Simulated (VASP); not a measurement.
# Ta2C3 (R-3m) in VASP: a series of runs, part 2 of 2

VASP 6.6.1. The steps go on from the part before.

### Step 4. Relaxation of cell and atoms, PBE

INCAR reads:

```
SYSTEM = Ta2C3
PREC = Accurate
ENCUT = 600
EDIFF = 1E-6
ISMEAR = 0
SIGMA = 0.1
LREAL = .False.
LASPH = .True.
NELM = 80
ALGO = Normal
ISIF = 3
LWAVE = .False.
LCHARG = .False.
GGA = PE
IBRION = 2
NSW = 90
EDIFFG = -0.04
```

KPOINTS reads:

```
regular mesh
0
Gamma
  6 6 6
  0 0 0
```

POSCAR reads:

```
Ta2C3
1.0
    1.5242173447      0.8800072943      7.0655205606
   -1.5242173447      0.8800072943      7.0655205606
    0.0000000000     -1.7600145885      7.0655205606
Ta C
2 3
Direct
    0.4000000000      0.4000000000      0.4000000000
    0.6000000000      0.6000000000      0.6000000000
    0.0000000000      0.0000000000      0.0000000000
    0.2095000000      0.2095000000      0.2095000000
    0.7905000000      0.7905000000      0.7905000000
```

Started as:

```sh
cat potpaw_PBE.64/Ta_pv/POTCAR potpaw_PBE.64/C/POTCAR > POTCAR
mpirun -np 1 vasp_std > vasp.out
```

It took 39 min on 1 thread of Intel Xeon 6975P-C (Granite Rapids), shared host; peak memory 0.54 GiB.

It converged, with:

* Free energy: -47.7922 eV
* Relaxed volume: 14.07 Å³/atom
* Relaxed cell: a = 8.090 Å, b = 8.090 Å, c = 8.090 Å, α = 22.90°, β = 22.90°, γ = 22.90°
* Space group after relaxing (to 0.1 Å): R-3m (No. 166)
* Energy gained by relaxing: 146.1 meV/atom
* Ionic steps: 39
* Pressure after relaxing: 0.0 GPa
* Largest force after relaxing: 0.038 eV/Å
* Band gap on the k mesh: zero (bands 17 and 18 overlap by 1.34 eV)

Forces on the atoms (eV/Å):
```
Ta   0.000  0.000 -0.038
Ta   0.000  0.000  0.038
C    0.000  0.000  0.000
C    0.000  0.000 -0.017
C    0.000  0.000  0.017
```

Stress tensor (GPa, compression positive):
```
-0.03  0.00  0.00
 0.00 -0.03  0.00
 0.00  0.00  0.18
```

The path:
```
step  energy change (eV)  largest force (eV/Å)  pressure (GPa)  volume (Å³)
   1              0.0000                0.8294            8.71        56.86
   2             -0.2559                1.6625          -12.19        61.97
   3             -0.2925                1.4468           -7.33        60.53
   4             -0.4779                0.5423            3.73        58.73
   5             -0.4848                0.5053            1.97        59.00
   6             -0.5319                0.2688            1.17        59.87
   7             -0.5412                0.3355            0.73        60.54
   8             -0.5561                0.3194           -0.82        61.26
   9             -0.5809                0.4086           -4.93        63.44
  10             -0.5841                0.4061           -4.89        63.49
  11             -0.5936                0.4003           -4.74        63.65
  12             -0.6120                0.3921           -4.43        63.96
  13             -0.6449                0.3866           -3.82        64.58
  14             -0.6856                0.4179           -2.44        65.79
  15             -0.6499                1.2931            1.42        68.12
  16             -0.6899                0.6650           -1.20        66.47
  17             -0.7034                0.4811            0.15        66.41
  18             -0.7109                0.2534            1.98        66.33
  19             -0.7110                0.2233            2.24        66.32
  20             -0.7178                0.0766            1.13        66.83
  21             -0.7202                0.0881           -0.13        67.43
  22             -0.7202                0.0737           -0.03        67.38
  23             -0.7206                0.0690           -0.03        67.43
  24             -0.7216                0.0546           -0.13        67.59
  25             -0.7217                0.0279           -0.32        67.90
  26             -0.7219                0.0403           -0.25        67.76
  27             -0.7224                0.0342            0.03        67.75
  28             -0.7227                0.0267            0.39        67.74
  29             -0.7225                0.0793            1.15        67.71
  30             -0.7228                0.0435            0.63        67.73
  31             -0.7231                0.0368            0.62        67.78
  32             -0.7241                0.0182            0.56        67.95
  33             -0.7256                0.0423            0.41        68.27
  34             -0.7269                0.1160            0.17        68.92
  35             -0.7282                0.0770            0.01        69.23
  36             -0.7290                0.0667           -0.30        69.83
  37             -0.7296                0.1019            0.22        70.01
  38             -0.7296                0.1054            0.27        70.02
  39             -0.7305                0.0377            0.04        70.35
```

Final structure:
```yaml
crystal:
  lattice:
    - [1.60597, 0.92720, 7.87455]
    - [-1.60597, 0.92720, 7.87455]
    - [0.00000, -1.85441, 7.87455]
  atoms:
    - { symbol: Ta, position: [0.39012, 0.39012, 0.39012] }
    - { symbol: Ta, position: [0.60988, 0.60988, 0.60988] }
    - { symbol: C, position: [0.00000, 0.00000, 0.00000] }
    - { symbol: C, position: [0.23404, 0.23404, 0.23404] }
    - { symbol: C, position: [0.76596, 0.76596, 0.76596] }
```

Levels at points of the mesh, in eV from the Fermi level:
```tsv
k point	band 13	band 14	band 15	band 16	band 17	band 18	band 19	band 20	band 21
(0.00, 0.00, 0.00)	-2.77	-2.19	-2.19	0.79	1.21	1.21	1.31	1.31	2.78
(0.50, 0.00, 0.00)	-3.39	-1.18	-1.18	-1.16	0.06	0.22	2.02	3.63	4.02
(0.50, 0.50, 0.00)	-3.40	-1.58	-1.11	-0.71	-0.21	0.15	2.55	3.38	4.01
(0.50, 0.50, 0.50)	-2.18	-2.18	-1.92	0.23	1.19	1.19	1.30	1.30	3.07
```

Caveat: the k points lie up to 0.38 Å⁻¹ apart in the final cell, too coarse for converged energies and pressures of a metal; the volume moved by over 15 % at a fixed basis, so the end points are rough; spin-orbit coupling is left out, which moves the levels of the heavy elements.

### Step 5. Single point, PBE

This run uses another cell than the first one, of 14.67 Å³/atom.

INCAR reads:

```
ALGO = Normal ; EDIFF = 1E-7
ENCUT = 520 ; GGA = PE
ISIF = 2 ; ISMEAR = 0
LASPH = True ; LCHARG = False
LREAL = False ; LWAVE = False
NBANDS = 25 ; NELM = 100
PREC = Accurate ; SIGMA = 0.1
```

KPOINTS reads:

```
k-points
0
Gamma
  12 12 12
```

POSCAR reads:

```
Ta2C3
1.0
    1.6050234530      0.9266607227      8.2200736568
   -1.6050234530      0.9266607227      8.2200736568
    0.0000000000     -1.8533214453      8.2200736568
Ta C
2 3
Direct
    0.3875941756      0.3875941756      0.3875941756
    0.6124058244      0.6124058244      0.6124058244
    0.0000000000      0.0000000000      0.0000000000
    0.2381824252      0.2381824252      0.2381824252
    0.7618175748      0.7618175748      0.7618175748
```

Started as:

```sh
cat potpaw_PBE.64/Ta_pv/POTCAR potpaw_PBE.64/C/POTCAR > POTCAR
mpirun -np 1 vasp_std > vasp.out
```

It took 14 min on 1 thread of Intel Xeon 6975P-C (Granite Rapids), shared host; peak memory 0.75 GiB.

The run converged. Its results:

| Item | Value |
| --- | --- |
| Free energy | -47.7479 eV |
| Pressure | 0.5 GPa |
| Largest force | 0.049 eV/Å |
| Band gap on the k mesh | zero (bands 17 and 18 overlap by 1.27 eV) |

Forces on the atoms (eV/Å):
```
Ta   0.000  0.000 -0.014
Ta   0.000  0.000  0.014
C    0.000  0.000  0.000
C    0.000  0.000 -0.049
C    0.000  0.000  0.049
```

Levels at points of the mesh, in eV from the Fermi level:
| k point | band 14 | band 15 | band 16 | band 17 | band 18 | band 19 | band 20 | band 21 |
| --- | --- | --- | --- | --- | --- | --- | --- | --- |
| (0.00, 0.00, 0.00) | -2.18 | -2.18 | 0.67 | 1.18 | 1.18 | 1.26 | 1.26 | 2.76 |
| (0.50, 0.00, 0.00) | -1.28 | -1.16 | -1.06 | 0.00 | 0.20 | 2.08 | 3.58 | 3.99 |
| (0.50, 0.50, 0.00) | -1.51 | -1.13 | -0.81 | -0.16 | 0.17 | 2.45 | 3.39 | 3.99 |
| (0.50, 0.50, 0.50) | -2.18 | -2.08 | 0.27 | 1.17 | 1.17 | 1.26 | 1.26 | 3.04 |

Caveat: spin-orbit coupling is left out, which moves the levels of the heavy elements.

### Step 6. Overview

```tsv
task	cell	k mesh	cutoff (eV)	gap on the mesh (eV)	pressure (GPa)	largest force (eV/Å)
single point	a = 7.281 Å, angles 24.2°, 5 atoms, atomic positions A	6 × 6 × 6	520	none	8.8	0.83
single point	a = 8.116 Å, angles 22.8°, 5 atoms, atomic positions B	6 × 6 × 6	520	none	0.7	0.07
relaxation of cell and atoms	relaxed from a = 7.281 Å, angles 24.2°, 5 atoms, atomic positions A	6 × 6 × 6	600	none	0.0	0.04
single point	a = 8.426 Å, angles 22.0°, 5 atoms, atomic positions C	12 × 12 × 12	520	none	0.5	0.05
```

Alike in all rows: level PBE; potentials or basis VASP PAW PBE potentials, release 64 (Ta_pv, C); no spin polarisation; smearing gaussian 0.1 eV.

Caveats: some runs use coarse meshes; spin-orbit coupling is left out, which moves the levels of the heavy elements; the volume moved by over 15 % at a fixed basis, so the end points are rough (at least some runs).

Absolute energies hang on the potentials; compare differences alone.
